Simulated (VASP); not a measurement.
Set up this calculation in VASP 6.6.1, as the native input.

```yaml
Task: single point
Functional: PBEsol
Potentials_or_basis: VASP PAW PBE potentials, release 64 (Si)
Cutoff: 520 eV
k_mesh: 12 × 12 × 12
Occupations: gaussian, width 0.03 eV
Spin: no spin polarisation
Dipole_correction: no
Further_INCAR_settings: ALGO = Normal; EDIFF = 1e-06; NBANDS = 16
```

The structure of Si lies in POSCAR:

```
Si
1.0
   -3.3514568113      3.3514568113      1.9355850614
    3.3514568113     -3.3514568113      1.9355850614
    3.3514568113      3.3514568113     -1.9355850614
Si
4
Direct
    0.1787304307      0.1787304307      0.3574608614
    0.8212695693      0.8212695693      0.6425391386
    0.1787304307      0.8212695693      0.0000000000
    0.8212695693      0.1787304307      0.0000000000
```

These files were run (other wordings do the same):

INCAR

```
SYSTEM = Si
PREC = Accurate ; ENCUT = 520
EDIFF = 1E-6 ; ISMEAR = 0
SIGMA = 0.03 ; LREAL = .False.
LASPH = .True. ; NELM = 100
ALGO = Normal ; ISIF = 2
LWAVE = .False. ; LCHARG = .False.
GGA = PS ; NBANDS = 16
```

KPOINTS

```
regular mesh
0
Gamma
  12 12 12
  0 0 0
```

Potentials or basis: VASP PAW PBE potentials, release 64 (Si).

Command:

```bash
$ cat potpaw_PBE.64/Si/POTCAR > POTCAR
$ mpirun -np 1 vasp_std > vasp.out
```

Results of the run:

```
Pressure               : -2.1 GPa
Largest force          : 0.034 eV/Å
Band gap on the k mesh : 0.16 eV (least direct gap 0.32 eV)
```

Caveat: semilocal functionals underestimate gaps, and a narrow one can read as zero; the PAW data sets were made with another functional, which shifts forces and pressure a little.

It took 2 min on 1 thread of Intel(R) Xeon(R) 6975P-C (Granite Rapids) (shared host), peak memory 0.33 GiB.
